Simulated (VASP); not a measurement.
# Mn3Cu (Pm-3m) in VASP: notebook

Runs on Mn3Cu. Level: PBE. Tasks: single point.

Program: VASP 6.6.1. These are calculated values, not measurements. Logs are shortened: lines on timing, memory, paths and dates and some standing lists are left out, and cuts for length are marked.

**1. The cell of the first run**

It takes space group Pm-3m (No. 221, cubic). The conventional cell has a = 3.534 Å, b = 3.534 Å, c = 3.534 Å, α = 90.00°, β = 90.00°, γ = 90.00°. Within 3.3 Å of Mn (site symmetry 4/mmm) lie 8 Mn at 2.50 Å and 4 Cu at 2.50 Å. Within 3.3 Å of Cu (site symmetry m-3m) lie 12 Mn at 2.50 Å.

**2. Single point, PBE, collinear spin, ferromagnetic start**

Contents of INCAR:

```
ALGO     = Normal         # electronic algorithm
EDIFF    = 1E-6           # SCF threshold, eV
ENCUT    = 520            # plane-wave cutoff, eV
GGA      = PE             # functional
ISIF     = 2              # what is computed and relaxed
ISMEAR   = 0              # smearing method
ISPIN    = 2              # spin polarisation
LASPH    = True           # aspherical terms in the spheres
LCHARG   = False          # write CHGCAR
LMAXMIX  = 4              # l up to which the mixer works
LORBIT   = 11             # projections on sites
LREAL    = False          # projectors in reciprocal space
LWAVE    = False          # write WAVECAR
MAGMOM   = 3.18 3.18 3.18 0.31 # initial moments
NBANDS   = 37             # bands
NELM     = 150            # most SCF steps
NUPDOWN  = 9.38           # fixed moment
PREC     = Accurate       # precision mode
SIGMA    = 0.1            # smearing width, eV
```

Contents of KPOINTS:

```
k-points
0
Gamma
  12 12 12
```

Contents of POSCAR:

```
Mn3Cu
1.0
    3.5343305890      0.0000000000      0.0000000000
    0.0000000000      3.5343305890      0.0000000000
    0.0000000000      0.0000000000      3.5343305890
Mn Cu
3 1
Direct
    0.0000000000      0.5000000000      0.5000000000
    0.5000000000      0.0000000000      0.5000000000
    0.5000000000      0.5000000000      0.0000000000
    0.0000000000      0.0000000000      0.0000000000
```

Potentials or basis: VASP PAW PBE potentials, release 64 (Mn_pv, Cu).

Started as:

```sh
> cat potpaw_PBE.64/Mn_pv/POTCAR potpaw_PBE.64/Cu/POTCAR > POTCAR
> mpirun -np 1 vasp_std > vasp.out
```

OUTCAR:

```text
EDIFF = 1E-6
   ENCUT = 520
   GGA = PE
   ISIF = 2
   ISMEAR = 0
   ISPIN = 2
   LASPH = True
   LORBIT = 11
   LREAL = False
   NELM = 150
   NUPDOWN = 9.38
   PREC = Accurate

 ion  position               nearest neighbor table
   1  0.000  0.500  0.500-   2 2.50   3 2.50   4 2.50   3 2.50   4 2.50   2 2.50   4 2.50   4 2.50
                             2 2.50   3 2.50   3 2.50   2 2.50
   2  0.500  0.000  0.500-   1 2.50   3 2.50   4 2.50   3 2.50   4 2.50   1 2.50   3 2.50   3 2.50
                             1 2.50   4 2.50   4 2.50   1 2.50
   3  0.500  0.500  0.000-   1 2.50   2 2.50   4 2.50   1 2.50   2 2.50   2 2.50   4 2.50   2 2.50
                             1 2.50   4 2.50   1 2.50   4 2.50
   4  0.000  0.000  0.000-   1 2.50   2 2.50   3 2.50   1 2.50   2 2.50   1 2.50   3 2.50   1 2.50
                             2 2.50   3 2.50   2 2.50   3 2.50

  LATTYP: Found a simple cubic cell.
 ALAT       =     3.5343305890

  Lattice vectors:

 A1 = (   3.5343305890,   0.0000000000,   0.0000000000)
 A2 = (   0.0000000000,   3.5343305890,   0.0000000000)
 A3 = (   0.0000000000,   0.0000000000,   3.5343305890)

Analysis of symmetry for initial positions (statically):
=====================================================================
 Subroutine PRICEL returns:
 Original cell was already a primitive cell.

 Routine SETGRP: Setting up the symmetry group for a
 simple cubic supercell.

 Subroutine GETGRP returns: Found 48 space group operations
 (whereof 48 operations were pure point group operations)
 out of a pool of 48 trial point group operations.

The static configuration has the point symmetry O_h .

Analysis of symmetry for dynamics (positions and initial velocities):
=====================================================================
 Subroutine PRICEL returns:
 Original cell was already a primitive cell.

 Routine SETGRP: Setting up the symmetry group for a
 simple cubic supercell.

 Subroutine GETGRP returns: Found 48 space group operations
 (whereof 48 operations were pure point group operations)
 out of a pool of 48 trial point group operations.

The dynamic configuration has the point symmetry O_h .

Analysis of structural, dynamic, and magnetic symmetry:
=====================================================================
 Subroutine PRICEL returns:
 Original cell was already a primitive cell.

 Routine SETGRP: Setting up the symmetry group for a
 simple cubic supercell.

 Subroutine GETGRP returns: Found 48 space group operations
 (whereof 48 operations were pure point group operations)
 out of a pool of 48 trial point group operations.

The overall configuration has the point symmetry O_h .

 Subroutine INISYM returns: Found 48 space group operations
 (whereof 48 operations are pure point group operations),
 and found     1 'primitive' translations

----------------------------------------------------------------------------------------

                                     Primitive cell

  volume of cell :      44.1491

  direct lattice vectors                    reciprocal lattice vectors
     3.534330589  0.000000000  0.000000000     0.282939011  0.000000000  0.000000000
     0.000000000  3.534330589  0.000000000     0.000000000  0.282939011  0.000000000
     0.000000000  0.000000000  3.534330589     0.000000000  0.000000000  0.282939011

  length of vectors
     3.534330589  3.534330589  3.534330589     0.282939011  0.282939011  0.282939011

  position of ions in fractional coordinates (direct lattice)
     0.000000000  0.500000000  0.500000000
     0.500000000  0.000000000  0.500000000
     0.500000000  0.500000000  0.000000000
     0.000000000  0.000000000  0.000000000

  ion indices of the primitive-cell ions
   primitive index   ion index
                 1           1
                 2           2
                 3           3
                 4           4

----------------------------------------------------------------------------------------

 KPOINTS: k-points

Automatic generation of k-mesh.
 Grid dimensions read from file:
 generate k-points for:   12   12   12

 Generating k-lattice:

  Cartesian coordinates                     Fractional coordinates (reciprocal lattice)
     0.023578251  0.000000000  0.000000000     0.083333333  0.000000000  0.000000000
     0.000000000  0.023578251  0.000000000     0.000000000  0.083333333  0.000000000
     0.000000000  0.000000000  0.023578251     0.000000000  0.000000000  0.083333333

  Length of vectors
     0.023578251  0.023578251  0.023578251

  Shift w.r.t. Gamma in fractional coordinates (k-lattice)
     0.000000000  0.000000000  0.000000000

 Subroutine IBZKPT returns following result:
 ===========================================

 Found     84 irreducible k-points:

 Following reciprocal coordinates:
            Coordinates               Weight
  0.000000  0.000000  0.000000      1.000000
  0.083333  0.000000  0.000000      6.000000
  0.166667  0.000000  0.000000      6.000000
  0.250000  0.000000  0.000000      6.000000
  0.333333  0.000000  0.000000      6.000000
  0.416667  0.000000  0.000000      6.000000
[... 16 lines left out ...]
  0.333333  0.333333  0.000000     12.000000
  0.416667  0.333333  0.000000     24.000000
 [... further k-points ...]
   k-points           NKPTS =     84   k-points in BZ     NKDIM =     84   number of bands    NBANDS=     37
   number of dos      NEDOS =    301   number of ions     NIONS =      4
   total plane-waves  NPLWV =  21952
   dimension x,y,z NGX =    28 NGY =   28 NGZ =   28
   dimension x,y,z NGXF=    56 NGYF=   56 NGZF=   56
   ions per type =               3   1
   NGX,Y,Z   is equivalent  to a cutoff of  13.17, 13.17, 13.17 a.u.
   NGXF,Y,Z  is equivalent  to a cutoff of  26.34, 26.34, 26.34 a.u.
 SYSTEM =  unknown system
   PREC   = accura    normal or accurate (medium, high low for compatibility)
   ISTART =      0    job   : 0-new  1-cont  2-samecut
   ICHARG =      2    charge: 1-file 2-atom 10-const
   ISPIN  =      2    spin polarized calculation?
   LNONCOLLINEAR =      F non collinear calculations
   LSORBIT =      F    spin-orbit coupling
   LASPH  =      T    aspherical Exc in radial PAW
   ENCUT  =  520.0 eV  38.22 Ry    6.18 a.u.   6.57  6.57  6.57*2*pi/ulx,y,z
   NELM   =    150;   NELMIN=  2; NELMDL= -5     # of ELM steps
   EDIFF  = 0.1E-05   stopping-criterion for ELM
   LREAL  =      F    real-space projection
   EDIFFG = 0.1E-04   stopping-criterion for IOM
   NSW    =      0    number of steps for IOM
   IBRION =     -1    ionic relax: 0-MD 1-quasi-New 2-CG
   NFREE  =      0    steps in history (QN), initial steepest desc. (CG)
   ISIF   =      2    stress and relaxation
   ISYM   =      2    0-nonsym 1-usesym 2-fastsym
   POTIM  = 0.5000    time-step for ionic-motion
   TEBEG  =    0.0;   TEEND  =   0.0 temperature during run
   PSTRESS=    0.0 pullay stress
   NELECT =      50.0000    total number of electrons
   NUPDOWN=       9.3800    fix difference up-down
   EMIN   =  10.00;   EMAX   =-10.00  energy-range for DOS
   EFERMI =   0.00;   METHOD = LEGACY
   ISMEAR =     0;   SIGMA  =   0.10  broadening in eV -4-tet -1-fermi 0-gaus
   EFERMI_NEDOS =   21; number of points for ismear=-14 and -15
   IALGO  =     38    algorithm
   IMIX   =      4    mixing-type and parameters
     AMIX     =   0.40;   BMIX     =  1.00
     AMIX_MAG =   1.60;   BMIX_MAG =  1.00
  volume/ion in A,a.u.               =      11.04        74.48
  Fermi-wavevector in a.u.,A,eV,Ry     =   1.706440  3.224704 39.619310  2.911937
  Thomas-Fermi vector in A             =   2.785476
   LORBIT       =     11    0 simple, 1 ext, 2 COOP (PROOUT), +10 PAW based schemes
   GGA     = PE    functional components
   LHFCALC =     F    Hartree Fock is set to
   AEXX    =    0.0000 exact exchange contribution
   IVDW    =     0    specifies the selected vdW correction
   LEPSILON=     F    determine dielectric tensor
   LRPA    =     F    only Hartree local field effects (RPA)
 spin polarized calculation
 Gauss-broadening in eV      SIGMA  =   0.10
  energy-cutoff  :      520.00
  volume of cell :       44.15
 maximum number of plane-waves:      1213
 NGX is ok and might be reduce to    28
   NGX = 13   NGY = 13   NGZ = 13

 number of electron      50.0000067 magnetization       9.3800202

 Free energy of the ion-electron system (eV)
  ---------------------------------------------------
  ext. energy  EPLUGINS =         0.00000000
  ---------------------------------------------------
  free energy    TOTEN  =       -28.33174836 eV

  energy without entropy =      -28.30109241  energy(sigma->0) =      -28.31642038

 E-fermi :   9.6687     XC(G=0): -13.6040

 val. band max:       10.5178872271   @ k =   0.4167   0.3333   0.2500
 cond. band min:       9.6690873689   @ k =   0.3333   0.2500   0.1667
 fundamental gap:     -0.8487998582
 Fermi energy:        10.5531289132

 spin component 1

 k-point     1 :       0.0000    0.0000    0.0000
  band No.  band energies     occupation
      1     -39.1741      1.00000
      2     -39.1741      1.00000
      3     -39.1741      1.00000
      4     -38.9260      1.00000
      5     -38.9260      1.00000
      6     -38.9260      1.00000
[... 29 lines left out ...]
     36      20.3122      0.00000
     37      23.8213      0.00000

 k-point     2 :       0.0833    0.0000    0.0000
  band No.  band energies     occupation
      1     -39.1696      1.00000
      2     -39.1696      1.00000
      3     -39.1674      1.00000
      4     -38.9274      1.00000
      5     -38.9274      1.00000
      6     -38.9266      1.00000
[... 29 lines left out ...]
     36      20.7436      0.00000
     37      23.5776      0.00000
[... 838 lines left out ...]
     36      22.4839      0.00000
     37      22.5904      0.00000

 k-point    24 :       0.4167    0.3333    0.0000
  band No.  band energies     occupation
      1     -39.1500      1.00000
      2     -39.0726      1.00000
      3     -39.0233      1.00000
      4     -38.9847      1.00000
      5     -38.9614      1.00000
      6     -38.9372      1.00000
[... 29 lines left out ...]
     36      21.3291      0.00000
     37      22.7525      0.00000

 [... further k-points ...]

 spin component 2

 k-point     1 :       0.0000    0.0000    0.0000
  band No.  band energies     occupation
      1     -36.1034      1.00000
      2     -36.1034      1.00000
      3     -36.1034      1.00000
      4     -35.7552      1.00000
      5     -35.7552      1.00000
      6     -35.7552      1.00000
[... 29 lines left out ...]
     36      22.0245      0.00000
     37      24.3355      0.00000

 k-point     2 :       0.0833    0.0000    0.0000
  band No.  band energies     occupation
      1     -36.0986      1.00000
      2     -36.0986      1.00000
      3     -36.0958      1.00000
      4     -35.7568      1.00000
      5     -35.7568      1.00000
      6     -35.7559      1.00000
[... 29 lines left out ...]
     36      22.3410      0.00000
     37      24.1398      0.00000
[... 838 lines left out ...]
     36      23.5904      0.00000
     37      23.8027      0.00000

 k-point    24 :       0.4167    0.3333    0.0000
  band No.  band energies     occupation
      1     -36.0833      1.00000
      2     -35.9874      1.00000
      3     -35.9385      1.00000
      4     -35.8394      1.00000
      5     -35.7959      1.00000
      6     -35.7946      1.00000
[... 29 lines left out ...]
     36      22.5574      0.00000
     37      24.0238      0.00000

 [... further k-points ...]
[... 5 lines left out ...]
  --------------------------------------------------------------------------------------
  -------------------------------------------------------------------------------------
  Total       10.4921562     10.4921562     10.4921562      0.0000000      0.0000000     -0.0000000
  in kB      380.7621931    380.7621931    380.7621931      0.0000000      0.0000000     -0.0000000
  external PRESSURE =     380.7621931 kB  Pullay stress =       0.0000000 kB

 VOLUME and BASIS-vectors are now :
 -----------------------------------------------------------------------------
  energy-cutoff  :      520.00
  volume of cell :       44.15
      direct lattice vectors                 reciprocal lattice vectors
     3.534330589  0.000000000  0.000000000     0.282939011  0.000000000  0.000000000
     0.000000000  3.534330589  0.000000000     0.000000000  0.282939011  0.000000000
     0.000000000  0.000000000  3.534330589     0.000000000  0.000000000  0.282939011

 POSITION                                       TOTAL-FORCE (eV/Angst)
 -----------------------------------------------------------------------------------
      0.00000      1.76717      1.76717         0.000000      0.000000      0.000000
      1.76717      0.00000      1.76717         0.000000      0.000000      0.000000
      1.76717      1.76717      0.00000         0.000000      0.000000      0.000000
      0.00000      0.00000      0.00000         0.000000      0.000000      0.000000
 -----------------------------------------------------------------------------------
    total drift:                                0.000000      0.000000      0.000000

  FREE ENERGIE OF THE ION-ELECTRON SYSTEM (eV)
  ---------------------------------------------------
  free  energy   TOTEN  =       -28.3317483559 eV

  energy  without entropy=      -28.3010924116  energy(sigma->0) =      -28.31642038

 total charge

# of ion       s       p       d       tot
------------------------------------------
    1        0.402   6.352   5.141  11.895
    2        0.402   6.352   5.141  11.895
    3        0.402   6.352   5.141  11.895
    4        0.564   0.610   9.085  10.259
--------------------------------------------------
tot          1.768  19.666  24.510  45.944

 magnetization (x)

# of ion       s       p       d       tot
------------------------------------------
    1        0.009   0.040   2.902   2.952
    2        0.009   0.040   2.902   2.952
    3        0.009   0.040   2.902   2.952
    4       -0.043  -0.045   0.318   0.229
--------------------------------------------------
tot         -0.015   0.075   9.025   9.084
```

Wall time 2 min (1 thread of Intel Xeon 6975P-C (Granite Rapids), shared host); peak memory 0.31 GiB.

What came out:

```
Free energy                                           : -28.3317 eV
Pressure                                              : 38.1 GPa
Net moment                                            : 9.38 μB per cell
Site moments                                          : Mn +2.95; Cu +0.23 μB
Valence electrons inside the program's atomic spheres : Mn 11.89; Cu 10.26
```

Caveat: the total moment is fixed, so each spin has its own Fermi level.

**3. Single point, PBE, collinear spin, ferromagnetic start**

This run uses another cell than the first one, of 12.14 Å³/atom, 1.100 times its volume.

Contents of INCAR:

```
SYSTEM = Mn3Cu
  PREC = Accurate
  ENCUT = 520
  EDIFF = 1E-6
  ISMEAR = 0
  SIGMA = 0.1
  LREAL = .FALSE.
  LASPH = .TRUE.
  NELM = 150
  ALGO = Normal
  ISIF = 2
  LWAVE = .FALSE.
  LCHARG = .TRUE.
  ISPIN = 2
  MAGMOM = 4 4 4 0
  LORBIT = 11
  LMAXMIX = 4
  GGA = PE
  LELF = .TRUE.
  LVHAR = .TRUE.
  NBANDS = 37
```

Contents of KPOINTS:

```
Automatic mesh
0
G
  12 12 12
  0 0 0
```

Contents of POSCAR:

```
Mn3Cu
1.0
    3.6484191884      0.0000000000      0.0000000000
    0.0000000000      3.6484191884      0.0000000000
    0.0000000000      0.0000000000      3.6484191884
Mn Cu
3 1
Direct
    0.0000000000      0.5000000000      0.5000000000
    0.5000000000      0.0000000000      0.5000000000
    0.5000000000      0.5000000000      0.0000000000
    0.0000000000      0.0000000000      0.0000000000
```

Potentials or basis: VASP PAW PBE potentials, release 64 (Mn_pv, Cu).

Started as:

```sh
> cat potpaw_PBE.64/Mn_pv/POTCAR potpaw_PBE.64/Cu/POTCAR > POTCAR
> mpirun -np 1 vasp_std > vasp.out
```

Run time: 5.5 min. Hardware: 1 thread of Intel Xeon 6975P-C (Granite Rapids), shared host; peak memory 0.34 GiB.

The run converged. Its results:

```
Free energy                                           : -29.3538 eV
Pressure                                              : -4.5 GPa
Net moment                                            : 6.25 μB per cell
Site moments                                          : Mn +2.03; Cu +0.05 μB
Valence electrons inside the program's atomic spheres : Mn 11.73; Cu 10.10
```

Levels at points of the mesh, in eV from the Fermi level:
Spin up:
```csv
k point,band 24,band 25,band 26,band 27,band 28,band 29,band 30,band 31,band 32,band 33
"(0.00, 0.00, 0.00)",-0.21,0.02,0.02,0.56,1.13,1.13,1.13,2.48,2.48,2.48
"(0.50, 0.00, 0.00)",-1.04,-0.88,-0.51,-0.51,-0.49,-0.32,0.03,1.13,7.75,7.75
"(0.50, 0.50, 0.00)",-1.01,-0.98,-0.98,-0.95,-0.35,-0.12,1.00,1.21,2.29,2.29
"(0.50, 0.50, 0.50)",-0.32,-0.22,-0.22,-0.22,-0.08,-0.08,0.28,0.77,0.77,0.77
```
Spin down:
| k point | band 19 | band 20 | band 21 | band 22 | band 23 | band 24 | band 25 | band 26 |
| --- | --- | --- | --- | --- | --- | --- | --- | --- |
| (0.00, 0.00, 0.00) | -1.06 | -0.22 | -0.22 | 1.74 | 1.74 | 1.74 | 2.52 | 2.52 |
| (0.50, 0.00, 0.00) | -1.15 | -1.15 | 0.13 | 0.13 | 0.52 | 0.75 | 1.32 | 1.34 |
| (0.50, 0.50, 0.00) | -1.07 | -1.03 | -0.56 | -0.56 | 0.37 | 0.37 | 1.19 | 1.28 |
| (0.50, 0.50, 0.50) | -0.06 | -0.06 | -0.06 | 0.13 | 0.13 | 0.13 | 0.52 | 1.79 |
